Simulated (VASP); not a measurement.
# HW24S48 (a cell with a defect) in VASP: single point with PBE

Aim: the single point of HW24S48 (a cell with a defect) with PBE.

Program: VASP 6.6.1. These are calculated values, not measurements. Logs are shortened: lines on timing, memory, paths and dates and some standing lists are left out, and cuts for length are marked.

## (1) The cell of the first run

The cell holds a defect, 73 atoms: a = 12.276 Å, b = 12.276 Å, c = 13.461 Å, α = 100.03°, β = 108.53°, γ = 117.43°.

## (2) Single point, PBE (with an interstitial atom, then relaxed in part)

INCAR reads:

```
PREC = Accurate
ENCUT = 520
EDIFF = 1E-6
ISMEAR = 0
SIGMA = 0.01
LREAL = Auto
LASPH = True
NELM = 100
ALGO = Normal
ISIF = 2
LWAVE = False
LCHARG = False
GGA = PE
NBANDS = 354
NELECT = 624.0
```

KPOINTS reads:

```
regular mesh
0
Gamma
  1 1 1
```

POSCAR reads:

```
HW24S48
1.0
    6.3754946469     -7.3617871012      7.4744493329
    6.3754946469      7.3617871012     -7.4744493329
   -6.3754946469      9.2022338765      7.4744493329
W S H
24 48 1
Direct
    0.0020522537      1.0011172780      0.0032765430
    0.8763253662      0.0427316112      0.1694776656
    0.2522870308      0.2518928897      0.0037239872
    0.7512162055      0.0843562606      0.3357183819
    0.1266389437      0.2930452421      0.1694777299
    0.6265883818      0.1260717593      0.5027788131
    0.0014414621      0.3342326878      0.3357812178
    0.5019817899      0.1680058916      0.6700947532
    0.3776676395      0.2099867690      0.8368480528
    0.5016792237      0.5014277851      0.0032140638
    0.3764922834      0.5431673778      0.1694679556
    0.8766331550      0.3752896745      0.5026879716
    0.2512551335      0.5843952529      0.3357184504
    0.7522584218      0.4178746833      0.6701024647
    0.1272912771      0.6259477786      0.5026879611
    0.6267541686      0.4590733605      0.8368480907
    0.0028050583      0.6643082221      0.6672203313
    0.7517241261      0.7513300195      0.0037240015
    0.6261934645      0.7928685474      0.1694679418
    0.5012632808      0.8346919152      0.3360621691
    0.3766000618      0.8760834656      0.5027788412
    0.8739745177      0.7073414977      0.8389494873
    0.2521207157      0.9177369246      0.6701024322
    0.1315009653      0.9648679271      0.8389494895
    0.6065458320      0.9339676798      0.5406206369
    0.4820752085      0.9756625802      0.7074323110
    0.8562103322      0.1829710614      0.5401652072
    0.3595805821      0.0188957404      0.8749575756
    0.7316626764      0.2252500363      0.7074322856
    0.2334238779      0.0613304130      0.0433097921
    0.6072534344      0.2673364345      0.8746967624
    0.1066122443      0.1011280553      0.2078473140
    0.9813210116      0.1421908097      0.3738925422
    0.1068179445      0.4332755252      0.5402005084
    0.9813986366      0.4729203778      0.7069664996
    0.4825221386      0.3099661655      0.0415999925
    0.8559548784      0.5152700859      0.8749576148
    0.3570564081      0.3517503003      0.2081435081
    0.7315269076      0.5589710015      0.0416000267
    0.2315947666      0.3924645980      0.3738925730
    0.6065055319      0.6010977410      0.2077102914
    0.3570870916      0.6838478601      0.5401652704
    0.2339390568      0.7254608015      0.7069665090
    0.1000456739      0.7681733040      0.8683260064
    0.9818724182      0.8097789484      0.0433098016
    0.4814251644      0.6426631422      0.3739079411
    0.8562861785      0.8509800913      0.2081435417
    0.7311377937      0.8923757569      0.3739079356
    0.3963320342      0.9577008132      0.3541399866
    0.2718408491      0.9991832521      0.5212821715
    0.6464485991      0.2073406260      0.3539020508
    0.1475421140      0.0414695432      0.6878941708
    0.5219918602      0.2493342281      0.5212821516
    0.0222994525      0.0832276389      0.8546988569
    0.3969122655      0.2908863660      0.6879055757
    0.8966905931      0.1238434932      0.0206410985
    0.7713054216      0.1656764509      0.1869264500
    0.8967025346      0.4572373167      0.3540468855
    0.7717058933      0.4983125510      0.5205319722
    0.2719143029      0.3324438720      0.8543778214
    0.6463176492      0.5402450899      0.6878942016
    0.1465606313      0.3741939858      0.0206321696
    0.5218270599      0.5823566620      0.8543778840
    0.0211430379      0.4155140858      0.1869264731
    0.3962256742      0.6241483105      0.0204809936
    0.1464543461      0.7073464203      0.3539020777
    0.0221123732      0.7487190251      0.5205319683
    0.9007228693      0.7902642240      0.6910941074
    0.7713642376      0.8322924489      0.8546988749
    0.2712832330      0.6659428999      0.1870261527
    0.6463311226      0.8739645364      0.0206322027
    0.5209762374      0.9156359163      0.1870261549
    0.1916886435      0.7578156622     -0.0503886958
```

Potentials or basis: VASP PAW PBE potentials, release 64 (W_sv, S, H).

On the command line:

```bash
$ cat potpaw_PBE.64/W_sv/POTCAR potpaw_PBE.64/S/POTCAR potpaw_PBE.64/H/POTCAR > POTCAR
$ mpirun -np 1 vasp_gam > vasp.out
```

OUTCAR:

```text
PREC = Accurate
   ENCUT = 520
   EDIFF = 1E-6
   ISMEAR = 0
   LREAL = Auto
   LASPH = True
   NELM = 100
   ISIF = 2
   GGA = PE
   NELECT = 624.0

 ion  position               nearest neighbor table
   1  0.002  0.001  0.003-  45 2.42  30 2.42  32 2.42  56 2.42  69 2.42  54 2.42  24 3.19  22 3.19
                             2 3.19   5 3.19  18 3.19   3 3.19
   2  0.876  0.043  0.169-  47 2.42  71 2.42  32 2.42  33 2.42  56 2.42  57 2.42  18 3.18   4 3.18
                             7 3.18  19 3.19   1 3.19   5 3.19
   3  0.252  0.252  0.004-  30 2.41  54 2.42  38 2.42  62 2.42  60 2.42  36 2.42  24 3.15   5 3.18
                            11 3.18  10 3.18   1 3.19   9 3.19
   4  0.751  0.084  0.336-  48 2.42  27 2.42  33 2.42  57 2.42  72 2.42  51 2.42  12 3.18   2 3.18
                            19 3.18  20 3.19   7 3.19   6 3.19
   5  0.127  0.293  0.169-  38 2.42  62 2.42  32 2.42  40 2.42  56 2.42  64 2.42   3 3.18  13 3.18
                             7 3.18  11 3.19   1 3.19   2 3.19
   6  0.627  0.126  0.503-  25 2.42  49 2.42  27 2.42  51 2.42  29 2.42  53 2.42  12 3.18  20 3.18
                            21 3.19   4 3.19  14 3.19   8 3.19
   7  0.001  0.334  0.336-  34 2.42  33 2.42  40 2.42  57 2.42  64 2.42  58 2.42   5 3.18   2 3.18
                            12 3.19  15 3.19   4 3.19  13 3.19
   8  0.502  0.168  0.670-  26 2.42  29 2.42  50 2.42  53 2.42  31 2.42  55 2.42   9 3.18  16 3.18
                            14 3.19  23 3.19  21 3.19   6 3.19
   9  0.378  0.210  0.837-  28 2.41  31 2.42  55 2.42  52 2.42  60 2.42  36 2.42  24 3.15  16 3.18
[... 35 lines left out ...]
  29  0.732  0.225  0.707-   8 2.42  14 2.42   6 2.42
  30  0.233  0.061  0.043-   3 2.41  24 2.42   1 2.42
[... 11 lines left out ...]
  42  0.357  0.684  0.540-  15 2.42  13 2.42  21 2.42
  43  0.234  0.725  0.707-  17 2.42  15 2.42  23 2.42
  44  0.100  0.768  0.868-  73 1.37  24 2.39  22 2.39  17 2.39
  45  0.982  0.810  0.043-  18 2.41  22 2.42   1 2.42
  46  0.481  0.643  0.374-  20 2.42  13 2.42  11 2.42
  47  0.856  0.851  0.208-  19 2.42   2 2.42  18 2.42
  48  0.731  0.892  0.374-  20 2.42   4 2.42  19 2.42
  49  0.396  0.958  0.354-  21 2.42   6 2.42  20 2.42
  50  0.272  0.999  0.521-   8 2.42  23 2.42  21 2.42
[... 20 lines left out ...]
  71  0.646  0.874  0.021-   2 2.42  19 2.42  18 2.42
  72  0.521  0.916  0.187-  20 2.42   4 2.42  19 2.42
  73  0.192  0.758  0.950-  44 1.37

  LATTYP: Found a base centered monoclinic cell.
 ALAT       =    20.9822117188
 B/A-ratio  =     0.6077047294
 C/A-ratio  =     0.7178350350
 COS(beta)  =    -0.6213717931

  Lattice vectors:

 A1 = (   6.3754946469,   7.3617871012,  -7.4744493329)
 A2 = (  -6.3754946469,   7.3617871012,  -7.4744493329)
 A3 = (   0.0000000000,   1.8404467753,  14.9488986658)

Analysis of symmetry for initial positions (statically):
=====================================================================
 Subroutine PRICEL returns:
 Original cell was already a primitive cell.

 Routine SETGRP: Setting up the symmetry group for a
 base centered monoclinic supercell.

 Subroutine GETGRP returns: Found  2 space group operations
 (whereof  1 operations were pure point group operations)
 out of a pool of  4 trial point group operations.

The static configuration has the point symmetry C_1 .
 The point group associated with its full space group is C_1h.

Analysis of symmetry for dynamics (positions and initial velocities):
=====================================================================
 Subroutine PRICEL returns:
 Original cell was already a primitive cell.

 Routine SETGRP: Setting up the symmetry group for a
 base centered monoclinic supercell.

 Subroutine GETGRP returns: Found  2 space group operations
 (whereof  1 operations were pure point group operations)
 out of a pool of  4 trial point group operations.

The dynamic configuration has the point symmetry C_1 .
 The point group associated with its full space group is C_1h.

[... 181 lines left out ...]
     0.078425287  0.060371814 -0.007432729    -0.000000000  1.000000000  0.000000000
     0.000000000  0.060371814  0.059461831    -0.000000000  0.000000000  1.000000000

  Length of vectors
     0.103079619  0.099249822  0.084737626

  Shift w.r.t. Gamma in fractional coordinates (k-lattice)
     0.000000000  0.000000000  0.000000000

 Subroutine IBZKPT returns following result:
 ===========================================

 Found      1 irreducible k-points:

 Following reciprocal coordinates:
            Coordinates               Weight
  0.000000  0.000000  0.000000      1.000000
   k-points           NKPTS =      1   k-points in BZ     NKDIM =      1   number of bands    NBANDS=    354
   number of dos      NEDOS =    301   number of ions     NIONS =     73
   total plane-waves  NPLWV = 921600
   dimension x,y,z NGX =    96 NGY =   96 NGZ =  100
   dimension x,y,z NGXF=   192 NGYF=  192 NGZF=  200
   ions per type =              24  48   1
   NGX,Y,Z   is equivalent  to a cutoff of  13.00, 13.00, 12.35 a.u.
   NGXF,Y,Z  is equivalent  to a cutoff of  26.00, 26.00, 24.70 a.u.
 SYSTEM =  unknown system
   PREC   = accura    normal or accurate (medium, high low for compatibility)
   ISTART =      0    job   : 0-new  1-cont  2-samecut
   ICHARG =      2    charge: 1-file 2-atom 10-const
   ISPIN  =      1    spin polarized calculation?
   LNONCOLLINEAR =      F non collinear calculations
   LSORBIT =      F    spin-orbit coupling
   LASPH  =      T    aspherical Exc in radial PAW
   ENCUT  =  520.0 eV  38.22 Ry    6.18 a.u.  22.83 22.83 25.03*2*pi/ulx,y,z
   NELM   =    100;   NELMIN=  2; NELMDL= -5     # of ELM steps
   EDIFF  = 0.1E-05   stopping-criterion for ELM
   LREAL  =      T    real-space projection
   EDIFFG = 0.1E-04   stopping-criterion for IOM
   NSW    =      0    number of steps for IOM
   IBRION =     -1    ionic relax: 0-MD 1-quasi-New 2-CG
   NFREE  =      0    steps in history (QN), initial steepest desc. (CG)
   ISIF   =      2    stress and relaxation
   ISYM   =      2    0-nonsym 1-usesym 2-fastsym
   POTIM  = 0.5000    time-step for ionic-motion
   TEBEG  =    0.0;   TEEND  =   0.0 temperature during run
   PSTRESS=    0.0 pullay stress
   NELECT =     624.0000    total number of electrons
   NUPDOWN=      -1.0000    fix difference up-down
   EMIN   =  10.00;   EMAX   =-10.00  energy-range for DOS
   EFERMI =   0.00;   METHOD = LEGACY
   ISMEAR =     0;   SIGMA  =   0.01  broadening in eV -4-tet -1-fermi 0-gaus
   EFERMI_NEDOS =   21; number of points for ismear=-14 and -15
   IALGO  =     38    algorithm
   IMIX   =      4    mixing-type and parameters
     AMIX     =   0.40;   BMIX     =  1.00
     AMIX_MAG =   1.60;   BMIX_MAG =  1.00
  volume/ion in A,a.u.               =      21.63       145.94
  Fermi-wavevector in a.u.,A,eV,Ry     =   1.201453  2.270417 19.639860  1.443489
  Thomas-Fermi vector in A             =   2.337261
   LORBIT       =      0    0 simple, 1 ext, 2 COOP (PROOUT), +10 PAW based schemes
   GGA     = PE    functional components
   LHFCALC =     F    Hartree Fock is set to
   AEXX    =    0.0000 exact exchange contribution
   IVDW    =     0    specifies the selected vdW correction
   LEPSILON=     F    determine dielectric tensor
   LRPA    =     F    only Hartree local field effects (RPA)
 non-spin polarized calculation
 Gauss-broadening in eV      SIGMA  =   0.01
  energy-cutoff  :      520.00
  volume of cell :     1578.66
 maximum number of plane-waves:     21233
 NGX is ok and might be reduce to    90
   NGX = 45   NGY = 45   NGZ = 51

 number of electron     623.9999988 magnetization

 Free energy of the ion-electron system (eV)
  ---------------------------------------------------
  ext. energy  EPLUGINS =         0.00000000
  ---------------------------------------------------
  free energy    TOTEN  =      -576.20556827 eV

  energy without entropy =     -576.20556827  energy(sigma->0) =     -576.20556827

 E-fermi :   4.4640     XC(G=0):  -9.4559

 val. band max:        4.3092812753   @ k =   0.0000   0.0000   0.0000
 cond. band min:       6.2768275925   @ k =   0.0000   0.0000   0.0000
 fundamental gap:      1.9675463173
 Fermi energy:         4.4640418358

 k-point     1 :       0.0000    0.0000    0.0000
  band No.  band energies     occupation
      1     -69.7472      2.00000
      2     -69.7441      2.00000
      3     -69.7369      2.00000
      4     -69.6009      2.00000
      5     -69.6006      2.00000
      6     -69.5929      2.00000
[... 316 lines left out ...]
    323       6.8351      0.00000
    324       6.8627      0.00000
 [bands above 324 left out]

------------------------ aborting loop because EDIFF is reached ----------------------------------------

  FORCE on cell =-STRESS in cart. coord.  units (eV):
  Direction    XX          YY          ZZ          XY          YZ          ZX
  --------------------------------------------------------------------------------------
  -------------------------------------------------------------------------------------
  Total       -8.5357308     -7.3042539    -11.2260861     -0.0000000      0.0022948      0.0000000
  in kB       -8.6628828     -7.4130612    -11.3933148     -0.0000000      0.0023290      0.0000000
  external PRESSURE =      -9.1564196 kB  Pullay stress =       0.0000000 kB

 VOLUME and BASIS-vectors are now :
 -----------------------------------------------------------------------------
  energy-cutoff  :      520.00
  volume of cell :     1578.66
      direct lattice vectors                 reciprocal lattice vectors
     6.375494647 -7.361787101  7.474449333     0.078425287  0.000000000  0.066894560
     6.375494647  7.361787101 -7.474449333     0.078425287  0.060371814 -0.007432729
    -6.375494647  9.202233876  7.474449333     0.000000000  0.060371814  0.059461831

 POSITION                                       TOTAL-FORCE (eV/Angst)
 -----------------------------------------------------------------------------------
     -0.00068      0.02327      0.03148        -0.000000      0.000612      0.000344
      4.77894     -4.57717      7.49741         0.000618     -0.005304      0.001133
      3.19065      0.03137      0.03078         0.001068     -0.001301      0.000400
      3.18682     -1.81992      7.49372         0.001230     -0.007332     -0.000910
      1.59519      2.78462      0.02296        -0.000618     -0.005304      0.001133
      1.59312      0.94199      7.49908         0.000581     -0.000931      0.000003
[... 65 lines left out ...]
      7.96673      4.62646     -1.55195         0.000543      0.006360     -0.000755
     -0.00068     12.90625      2.86633        -0.000000      0.000251     -0.069231
 -----------------------------------------------------------------------------------
    total drift:                                0.008952     -0.005879     -0.017027

  FREE ENERGIE OF THE ION-ELECTRON SYSTEM (eV)
  ---------------------------------------------------
  free  energy   TOTEN  =      -576.2055682718 eV

  energy  without entropy=     -576.2055682718  energy(sigma->0) =     -576.20556827
```

Wall time 15 min (1 thread of Intel Xeon 6975P-C (Granite Rapids), shared host); peak memory 1.7 GiB.

What came out:

- Free energy: -576.2056 eV
- Largest force: 0.094 eV/Å

Forces in eV/Å, atoms in the order of the input:
```
W    0.000  0.001  0.000
W    0.001 -0.005  0.001
W    0.001 -0.001  0.000
W    0.001 -0.007 -0.001
W   -0.001 -0.005  0.001
W    0.001 -0.001  0.000
W    0.000 -0.009 -0.002
W    0.000  0.002  0.002
W   -0.002  0.002  0.000
W    0.000 -0.006  0.002
W   -0.001 -0.007  0.001
W    0.001 -0.005 -0.001
W   -0.001 -0.007 -0.001
W    0.003  0.002  0.000
W   -0.001 -0.005 -0.001
W    0.002  0.002  0.000
W    0.000 -0.001 -0.011
W   -0.001 -0.001  0.000
W    0.001 -0.007  0.001
W    0.000 -0.007 -0.001
W   -0.001 -0.001  0.000
W   -0.014  0.012 -0.014
W   -0.003  0.002  0.000
W    0.014  0.012 -0.014
S    0.000  0.002  0.003
S    0.001 -0.003  0.002
S    0.000  0.002  0.002
S    0.002 -0.002  0.002
S   -0.001 -0.003  0.002
S    0.001  0.000  0.004
S    0.000 -0.002  0.001
S    0.000  0.001 -0.001
S   -0.001  0.002  0.002
S    0.000  0.003  0.002
S   -0.002 -0.003  0.004
S   -0.001  0.002  0.004
S   -0.002 -0.002  0.002
S    0.000  0.002  0.000
S    0.001  0.002  0.004
S    0.001  0.002  0.002
S    0.000  0.003  0.000
S    0.000  0.002  0.002
S    0.002 -0.003  0.004
S    0.000 -0.007  0.094
S   -0.001  0.000  0.004
S    0.001  0.003  0.002
S    0.000  0.002  0.000
S   -0.001  0.003  0.002
S    0.000  0.002 -0.004
S    0.001 -0.003 -0.003
S    0.000  0.003 -0.002
S   -0.003 -0.001 -0.002
S   -0.001 -0.003 -0.003
S    0.000  0.000 -0.003
S    0.000 -0.002 -0.003
S    0.000  0.001  0.000
S    0.000  0.006  0.000
S    0.000  0.003 -0.001
S    0.002 -0.001 -0.002
S   -0.001  0.001 -0.002
S    0.003 -0.001 -0.002
S    0.000  0.003 -0.001
S    0.001  0.001 -0.002
S    0.000  0.006  0.000
S    0.000  0.005 -0.001
S    0.000  0.003 -0.002
S   -0.002 -0.001 -0.002
S    0.000 -0.002  0.001
S    0.000  0.000 -0.003
S   -0.001  0.006 -0.001
S    0.000  0.003 -0.001
S    0.001  0.006 -0.001
H    0.000  0.000 -0.069
```

Levels at points of the mesh, in eV from the Fermi level:
```
           k point  band 308  band 309  band 310  band 311  band 312  band 313  band 314  band 315  band 316  band 317
(0.00, 0.00, 0.00)     -0.34     -0.27     -0.20     -0.19     -0.15      1.81      1.98      2.00      2.12      2.14
```

Caveat: the k points lie up to 0.62 Å⁻¹ apart; the cell carries a net charge on a neutralising background, which shifts energy and pressure; the cell differs from its parent crystal (with an interstitial atom, then relaxed in part); the cell is charged against a uniform background, so pressure and absolute levels hang on convention; spin-orbit coupling is left out, which moves the levels of the heavy elements.
